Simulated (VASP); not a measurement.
The system is NaCl.

```xyz
2
Lattice="0.0000 3.0873 3.0873 3.0873 0.0000 3.0873 3.0873 3.0873 0.0000" Properties=species:S:1:pos:R:3 pbc="T T T"
Na    0.0000    0.0000    0.0000
Cl    1.5436    1.5436    1.5436
```

Base run:

```yaml
Program: VASP 6.6.1
Functional: PBE
Potentials_or_basis: VASP PAW PBE potentials, release 64 (Na_pv, Cl)
Cutoff: 520 eV
k_mesh: 6 × 6 × 6
Occupations: gaussian, width 0.01 eV
Spin: no spin polarisation
```

Its results: band gap on the k mesh 4.94 eV; electronic dielectric tensor (diagonal) 2.10.

Q: The run is repeated on the same cell with these changes: functional from PBE to r2SCAN. What comes out?

A: Band gap on the k mesh 5.57 eV; electronic dielectric tensor (diagonal) 2.03.

Caveats: the structure was generated, so it needn't be the stable form of NaCl.

